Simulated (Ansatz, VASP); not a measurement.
Two plane-wave programs on Ag

```
Ag
1.0
     2.93000    0.00000    0.00000
    -1.46500    2.53745    0.00000
     0.00000    0.00000    4.79000
Ag
2
Direct
  0.66667 0.33333 0.75000
  0.33333 0.66667 0.25000
```

Alike in both runs: task relaxation of cell and atoms; functional PBE; k mesh 10 × 10 × 6; occupations fermi-dirac, width 0.05 eV; no spin polarisation.

```csv
,VASP,Ansatz
version,VASP 6.6.1,Ansatz 0.2.0
potentials or method,"VASP PAW PBE potentials, release 64 (Ag)",Ansatz PAW
plane-wave cutoff (eV),600,420
valence electrons in the cell,22,38
```

```tsv
	VASP	Ansatz	Ansatz less VASP
gap on the k mesh at the Fermi level, each at its own relaxed structure (eV)	none	none	-
relaxed volume (Å³/atom)	17.90	17.92	+0.020
relaxed cell length with the largest relative difference (Å)	4.775	4.779	+0.0040
```

A gap of «none» marks a metal or a gap that the smearing closes. VASP's potentials hold 22 valence electrons a cell and Ansatz's 38, so a difference there can come from the potentials and not from the codes.

Noted on Ansatz's run: the plane-wave basis is chosen anew once the cell has moved, so the energies of steps on either side of that aren't comparable.
